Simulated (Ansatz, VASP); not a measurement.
## One calculation of Be2CdO3, two programs

```
Be Cd O
1.0
     3.32379   -4.39787    0.00000
     3.32379    4.39787    0.00000
     0.00000    0.00000    4.05088
Be Cd O
4 2 6
Direct
  0.83690 0.83690 0.50000
  0.83690 0.83690 0.00000
  0.16310 0.16310 0.50000
  0.16310 0.16310 0.00000
  0.70307 0.29693 0.75000
  0.29693 0.70307 0.25000
  0.61413 0.83682 0.75000
  0.83682 0.61413 0.25000
  0.08710 0.91290 0.75000
  0.38587 0.16318 0.25000
  0.16318 0.38587 0.75000
  0.91290 0.08710 0.25000
```

Alike in both runs: functional PBE; k mesh 2 × 2 × 3; occupations gaussian, width 0.15 eV; no spin polarisation.

Ansatz relaxed the structure, and its values are those at the end. VASP's run is a single point on that final structure, the one shown.

|  | VASP | Ansatz |
| --- | --- | --- |
| version | VASP 6.6.1 | Ansatz 0.2.0 |
| potentials or method | VASP PAW PBE potentials, release 64 (Be, Cd, O), cutoff 600 eV | scalar-relativistic, plane waves, PAW |
| valence electrons in the cell | 68 | 84 |

Ansatz gave:

* gap on the k mesh at the Fermi level (eV): 1.59
* least direct gap on the mesh (eV): 1.94
* pressure (GPa): 0.1
* rms of the force components (eV/Å): 0.039

Question: What did VASP give for the same quantities?

Answer: gap on the k mesh at the Fermi level (eV): 1.58; least direct gap on the mesh (eV): 1.93; pressure (GPa): 0.5; rms of the force components (eV/Å): 0.048.

VASP's potentials hold 68 valence electrons a cell and Ansatz's 84, so a difference there can come from the potentials and not from the codes.

The k mesh is coarse, so the values compare programs but aren't converged.
